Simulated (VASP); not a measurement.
Input of a VASP 6.6.1 run:

Contents of INCAR:

```
SYSTEM = PtSe2
PREC = Accurate ; ENCUT = 520
EDIFF = 1E-6 ; ISMEAR = 0
SIGMA = 0.1 ; LREAL = .False.
LASPH = .True. ; NELM = 60
ALGO = Normal ; ISIF = 2
LWAVE = .False. ; LCHARG = .True.
GGA = PS ; LELF = .True.
LVHAR = .True. ; NBANDS = 18
```

Contents of KPOINTS:

```
regular mesh
0
Gamma
  12 12 8
  0 0 0
```

The input POSCAR:

```
PtSe2
1.0
    3.9036463938      0.0000000000      0.0000000000
   -1.9518231969      3.3806569444      0.0000000000
    0.0000000000      0.0000000000      5.2302608800
Pt Se
1 2
Direct
    0.0000000000      0.0000000000      0.0009249822
    0.3333333333      0.6666666667      0.2423233832
    0.6666666667      0.3333333333      0.7567516346
```

Potentials or basis: VASP PAW PBE potentials, release 64 (Pt, Se).

The run is started by

```console
$ cat potpaw_PBE.64/Pt/POTCAR potpaw_PBE.64/Se/POTCAR > POTCAR
$ mpirun -np 1 vasp_std > vasp.out
```

(1) Predict the pressure.

(2) Estimate the largest force.

(3) Estimate the band gap on the k mesh.

Answers

(1) -9.5 GPa.

(2) 0.675 eV/Å.

(3) zero (bands 11 and 12 overlap by 0.36 eV).

Caveat: the cell differs from its parent crystal (strained and its atoms moved); the cell stands under tension; the PAW data sets were made with another functional, which shifts forces and pressure a little; spin-orbit coupling is left out, which moves the levels of the heavy elements.
